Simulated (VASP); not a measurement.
# CaO (Immm) in VASP: a series of runs

The runs below take CaO through single point, with PBE.

Everything below comes from runs of VASP 6.6.1. Logs are shortened: lines on timing, memory, paths and dates and some standing lists are left out, and cuts for length are marked.

### Step 1. The cell of the first run

The structure is orthorhombic, space group Immm (No. 71). The conventional cell has a = 3.429 Å, b = 3.498 Å, c = 4.898 Å, α = 90.00°, β = 90.00°, γ = 90.00°. Ca (site symmetry mmm) has 6 O at 2.45 Å within 3.2 Å. Within 3.2 Å of O (site symmetry mmm) lie 6 Ca at 2.45 Å.

### Step 2. Single point, PBE (strain -0.0200 x Voigt [0, 0, 0, 0, 0, 1])

Contents of INCAR:

```
SYSTEM = CaO
PREC = Accurate ; ENCUT = 520
EDIFF = 1E-7 ; ISMEAR = 0
SIGMA = 0.05 ; LREAL = .FALSE.
LASPH = .TRUE. ; NELM = 60
ALGO = Normal ; ISIF = 2
LWAVE = .FALSE. ; LCHARG = .FALSE.
GGA = PE ; NBANDS = 15
```

Contents of KPOINTS:

```
regular mesh
0
G
  8 8 8
  0 0 0
```

Contents of POSCAR:

```
CaO
1.0
   -0.0244900000      2.4490000000      2.4490000000
    2.4490000000     -0.0244900000      2.4490000000
    2.4245100000      2.4245100000      0.0000000000
Ca O
1 1
Direct
    0.0000000000      0.0000000000      0.0000000000
    0.5000000000      0.5000000000      0.5000000000
```

Potentials or basis: VASP PAW PBE potentials, release 64 (Ca_sv, O).

Run with:

```
$ cat potpaw_PBE.64/Ca_sv/POTCAR potpaw_PBE.64/O/POTCAR > POTCAR
$ mpirun -np 1 vasp_std > vasp.out
```

OUTCAR:

```text
SYSTEM = CaO
   PREC = Accurate
   ENCUT = 520
   EDIFF = 1E-7
   ISMEAR = 0
   LREAL = .FALSE.
   LASPH = .TRUE.
   NELM = 60
   ISIF = 2
   GGA = PE

 ion  position               nearest neighbor table
   1  0.000  0.000  0.000-   2 2.45   2 2.45   2 2.45   2 2.45   2 2.45   2 2.45
   2  0.500  0.500  0.500-   1 2.45   1 2.45   1 2.45   1 2.45   1 2.45   1 2.45

  LATTYP: Found a body centered orthorhombic cell.
 ALAT       =     3.4287749241
 B/A-ratio  =     1.0202020202
 C/A-ratio  =     1.4284985479

  Lattice vectors:

 A1 = (   0.0244900000,  -2.4490000000,  -2.4490000000)
 A2 = (  -0.0244900000,   2.4490000000,  -2.4490000000)
 A3 = (   2.4490000000,  -0.0244900000,   2.4490000000)

Analysis of symmetry for initial positions (statically):
=====================================================================
 Subroutine PRICEL returns:
 Original cell was already a primitive cell.

 Routine SETGRP: Setting up the symmetry group for a
 body centered orthorhombic supercell.

 Subroutine GETGRP returns: Found  8 space group operations
 (whereof  8 operations were pure point group operations)
 out of a pool of  8 trial point group operations.

The static configuration has the point symmetry D_2h.

Analysis of symmetry for dynamics (positions and initial velocities):
=====================================================================
 Subroutine PRICEL returns:
 Original cell was already a primitive cell.

 Routine SETGRP: Setting up the symmetry group for a
 body centered orthorhombic supercell.

 Subroutine GETGRP returns: Found  8 space group operations
 (whereof  8 operations were pure point group operations)
 out of a pool of  8 trial point group operations.

The dynamic configuration has the point symmetry D_2h.

 Subroutine INISYM returns: Found  8 space group operations
 (whereof  8 operations are pure point group operations),
 and found     1 'primitive' translations

----------------------------------------------------------------------------------------

                                     Primitive cell

  volume of cell :      29.3733

  direct lattice vectors                    reciprocal lattice vectors
    -0.024490000  2.449000000  2.449000000    -0.202143530  0.202143530  0.204164965
     2.449000000 -0.024490000  2.449000000     0.202143530 -0.202143530  0.204164965
     2.424510000  2.424510000  0.000000000     0.206227238  0.206227238 -0.204164965

  length of vectors
     3.463495598  3.463495598  3.428774924     0.351293818  0.351293818  0.356009382

  position of ions in fractional coordinates (direct lattice)
     0.000000000  0.000000000  0.000000000
     0.500000000  0.500000000  0.500000000

  ion indices of the primitive-cell ions
   primitive index   ion index
                 1           1
                 2           2

----------------------------------------------------------------------------------------

 KPOINTS: regular mesh

Automatic generation of k-mesh.
 Grid dimensions read from file:
 generate k-points for:    8    8    8

 Generating k-lattice:

  Cartesian coordinates                     Fractional coordinates (reciprocal lattice)
    -0.025267941  0.025267941  0.025520621     0.125000000 -0.000000000  0.000000000
     0.025267941 -0.025267941  0.025520621    -0.000000000  0.125000000  0.000000000
     0.025778405  0.025778405 -0.025520621     0.000000000  0.000000000  0.125000000

  Length of vectors
     0.043911727  0.043911727  0.044501173

  Shift w.r.t. Gamma in fractional coordinates (k-lattice)
     0.000000000  0.000000000  0.000000000

 Subroutine IBZKPT returns following result:
 ===========================================

 Found     95 irreducible k-points:

 Following reciprocal coordinates:
            Coordinates               Weight
  0.000000  0.000000  0.000000      1.000000
  0.125000  0.000000  0.000000      4.000000
  0.250000  0.000000  0.000000      4.000000
  0.375000 -0.000000  0.000000      4.000000
  0.500000  0.000000  0.000000      2.000000
  0.125000  0.125000  0.000000      2.000000
[... 16 lines left out ...]
  0.125000 -0.000000  0.125000      4.000000
  0.250000 -0.000000  0.125000      8.000000
 [... further k-points ...]
   k-points           NKPTS =     95   k-points in BZ     NKDIM =     95   number of bands    NBANDS=     15
   number of dos      NEDOS =    301   number of ions     NIONS =      2
   total plane-waves  NPLWV =  21952
   dimension x,y,z NGX =    28 NGY =   28 NGZ =   28
   dimension x,y,z NGXF=    56 NGYF=   56 NGZF=   56
   ions per type =               1   1
   NGX,Y,Z   is equivalent  to a cutoff of  13.44, 13.44, 13.58 a.u.
   NGXF,Y,Z  is equivalent  to a cutoff of  26.88, 26.88, 27.15 a.u.
 SYSTEM =  CaO
   PREC   = accura    normal or accurate (medium, high low for compatibility)
   ISTART =      0    job   : 0-new  1-cont  2-samecut
   ICHARG =      2    charge: 1-file 2-atom 10-const
   ISPIN  =      1    spin polarized calculation?
   LNONCOLLINEAR =      F non collinear calculations
   LSORBIT =      F    spin-orbit coupling
   LASPH  =      T    aspherical Exc in radial PAW
   ENCUT  =  520.0 eV  38.22 Ry    6.18 a.u.   6.44  6.44  6.38*2*pi/ulx,y,z
   NELM   =     60;   NELMIN=  2; NELMDL= -5     # of ELM steps
   EDIFF  = 0.1E-06   stopping-criterion for ELM
   LREAL  =      F    real-space projection
   EDIFFG = 0.1E-05   stopping-criterion for IOM
   NSW    =      0    number of steps for IOM
   IBRION =     -1    ionic relax: 0-MD 1-quasi-New 2-CG
   NFREE  =      0    steps in history (QN), initial steepest desc. (CG)
   ISIF   =      2    stress and relaxation
   ISYM   =      2    0-nonsym 1-usesym 2-fastsym
   POTIM  = 0.5000    time-step for ionic-motion
   TEBEG  =    0.0;   TEEND  =   0.0 temperature during run
   PSTRESS=    0.0 pullay stress
   NELECT =      16.0000    total number of electrons
   NUPDOWN=      -1.0000    fix difference up-down
   EMIN   =  10.00;   EMAX   =-10.00  energy-range for DOS
   EFERMI =   0.00;   METHOD = LEGACY
   ISMEAR =     0;   SIGMA  =   0.05  broadening in eV -4-tet -1-fermi 0-gaus
   EFERMI_NEDOS =   21; number of points for ismear=-14 and -15
   IALGO  =     38    algorithm
   IMIX   =      4    mixing-type and parameters
     AMIX     =   0.40;   BMIX     =  1.00
     AMIX_MAG =   1.60;   BMIX_MAG =  1.00
  volume/ion in A,a.u.               =      14.69        99.11
  Fermi-wavevector in a.u.,A,eV,Ry     =   1.336997  2.526558 24.321253  1.787562
  Thomas-Fermi vector in A             =   2.465580
   LORBIT       =      0    0 simple, 1 ext, 2 COOP (PROOUT), +10 PAW based schemes
   GGA     = PE    functional components
   LHFCALC =     F    Hartree Fock is set to
   AEXX    =    0.0000 exact exchange contribution
   IVDW    =     0    specifies the selected vdW correction
   LEPSILON=     F    determine dielectric tensor
   LRPA    =     F    only Hartree local field effects (RPA)
 non-spin polarized calculation
 Gauss-broadening in eV      SIGMA  =   0.05
  energy-cutoff  :      520.00
  volume of cell :       29.37
 maximum number of plane-waves:       811
 NGX is ok and might be reduce to    28
   NGX = 13   NGY = 13   NGZ = 13

 number of electron      16.0000004 magnetization

 Free energy of the ion-electron system (eV)
  ---------------------------------------------------
  ext. energy  EPLUGINS =         0.00000000
  ---------------------------------------------------
  free energy    TOTEN  =       -12.79223732 eV

  energy without entropy =      -12.79223732  energy(sigma->0) =      -12.79223732

 E-fermi :   2.3383     XC(G=0): -10.2036

 val. band max:        2.0740704527   @ k =   0.0000   0.0000   0.0000
 cond. band min:       5.6817624830   @ k =   0.5000   0.5000   0.0000
 fundamental gap:      3.6076920303
 Fermi energy:         2.3383053301

 k-point     1 :       0.0000    0.0000    0.0000
  band No.  band energies     occupation
      1     -35.8364      2.00000
      2     -16.6373      2.00000
      3     -16.6366      2.00000
      4     -16.6356      2.00000
      5     -13.3846      2.00000
      6       2.0074      2.00000
      7       2.0391      2.00000
      8       2.0741      2.00000
      9       6.3047      0.00000
     10       8.0278      0.00000
     11       8.1196      0.00000
     12       8.2137      0.00000
     13       9.5302      0.00000
     14       9.5313      0.00000
     15      16.7567      0.00000

 k-point     2 :       0.1250    0.0000    0.0000
  band No.  band energies     occupation
      1     -35.8252      2.00000
      2     -16.7934      2.00000
      3     -16.6444      2.00000
      4     -16.6422      2.00000
      5     -13.2139      2.00000
      6       1.5026      2.00000
      7       1.8400      2.00000
      8       1.8901      2.00000
      9       6.9750      0.00000
     10       8.0282      0.00000
     11       8.3318      0.00000
     12       8.4526      0.00000
     13       9.8614      0.00000
     14       9.8631      0.00000
     15      17.2439      0.00000

 k-point     3 :       0.2500    0.0000    0.0000
  band No.  band energies     occupation
      1     -35.7981      2.00000
      2     -17.1244      2.00000
      3     -16.6613      2.00000
      4     -16.6563      2.00000
      5     -12.8489      2.00000
      6       0.5561      2.00000
      7       1.4327      2.00000
      8       1.4929      2.00000
      9       8.1098      0.00000
     10       8.3815      0.00000
     11       8.9590      0.00000
     12       9.0764      0.00000
     13      10.6641      0.00000
     14      10.6686      0.00000
     15      17.3200      0.00000

 k-point     4 :       0.3750   -0.0000    0.0000
  band No.  band energies     occupation
      1     -35.7709      2.00000
      2     -17.4092      2.00000
      3     -16.6780      2.00000
      4     -16.6702      2.00000
      5     -12.5271      2.00000
      6      -0.1955      2.00000
      7       1.0768      2.00000
      8       1.1449      2.00000
      9       8.5150      0.00000
     10       9.5893      0.00000
     11       9.7074      0.00000
     12       9.7872      0.00000
     13      11.5442      0.00000
     14      11.5505      0.00000
     15      16.0598      0.00000
[... 307 lines left out ...]
 k-point    22 :       0.0000    0.0000    0.1250
  band No.  band energies     occupation
      1     -35.8244      2.00000
      2     -16.7962      2.00000
      3     -16.6449      2.00000
      4     -16.6423      2.00000
      5     -13.2141      2.00000
      6       1.5415      2.00000
      7       1.8112      2.00000
      8       1.8595      2.00000
      9       6.9791      0.00000
     10       8.1232      0.00000
     11       8.2805      0.00000
     12       8.4060      0.00000
     13       9.8654      0.00000
     14       9.8658      0.00000
     15      17.2917      0.00000

 k-point    23 :       0.1250   -0.0000    0.1250
  band No.  band energies     occupation
      1     -35.8210      2.00000
      2     -16.7973      2.00000
      3     -16.6642      2.00000
      4     -16.6640      2.00000
      5     -13.1832      2.00000
      6       1.2547      2.00000
      7       1.9251      2.00000
      8       1.9275      2.00000
      9       7.0538      0.00000
     10       7.6272      0.00000
     11       8.6450      0.00000
     12       8.6505      0.00000
     13       9.6735      0.00000
     14      10.2609      0.00000
     15      17.4918      0.00000

 k-point    24 :       0.2500   -0.0000    0.1250
  band No.  band energies     occupation
      1     -35.7995      2.00000
      2     -17.0226      2.00000
      3     -16.6891      2.00000
      4     -16.6826      2.00000
      5     -12.9436      2.00000
      6       0.6455      2.00000
      7       1.6032      2.00000
      8       1.6976      2.00000
      9       7.4505      0.00000
     10       8.0090      0.00000
     11       9.1741      0.00000
     12       9.2700      0.00000
     13      10.1145      0.00000
     14      11.0324      0.00000
     15      17.8600      0.00000

 [... further k-points ...]
[... 5 lines left out ...]
  --------------------------------------------------------------------------------------
  -------------------------------------------------------------------------------------
  Total       -0.6454325     -0.6454325     -0.6523717      0.2718087      0.0000000      0.0000000
  in kB      -35.2053350    -35.2053350    -35.5838396     14.8258988      0.0000000      0.0000000
  external PRESSURE =     -35.3315032 kB  Pullay stress =       0.0000000 kB

 VOLUME and BASIS-vectors are now :
 -----------------------------------------------------------------------------
  energy-cutoff  :      520.00
  volume of cell :       29.37
      direct lattice vectors                 reciprocal lattice vectors
    -0.024490000  2.449000000  2.449000000    -0.202143530  0.202143530  0.204164965
     2.449000000 -0.024490000  2.449000000     0.202143530 -0.202143530  0.204164965
     2.424510000  2.424510000  0.000000000     0.206227238  0.206227238 -0.204164965

 POSITION                                       TOTAL-FORCE (eV/Angst)
 -----------------------------------------------------------------------------------
      0.00000      0.00000      0.00000         0.000000      0.000000      0.000000
      2.42451      2.42451      2.44900        -0.000000      0.000000     -0.000000
 -----------------------------------------------------------------------------------
    total drift:                                0.000000      0.000000      0.000000

  FREE ENERGIE OF THE ION-ELECTRON SYSTEM (eV)
  ---------------------------------------------------
  free  energy   TOTEN  =       -12.7922373210 eV

  energy  without entropy=      -12.7922373210  energy(sigma->0) =      -12.79223732
```

Wall time 37 s (1 thread of Intel Xeon Platinum 8488C (Sapphire Rapids), shared host); peak memory 0.18 GiB.

What came out:

```
Free energy            : -12.7922 eV
Pressure               : -3.5 GPa
Band gap on the k mesh : 3.61 eV, indirect (least direct gap 3.98 eV)
```

Caveat: the cell differs from its parent crystal (strain -0.0200 x Voigt [0, 0, 0, 0, 0, 1]). A k mesh can miss the band edges.

(Part 1 of 3 ends here.)
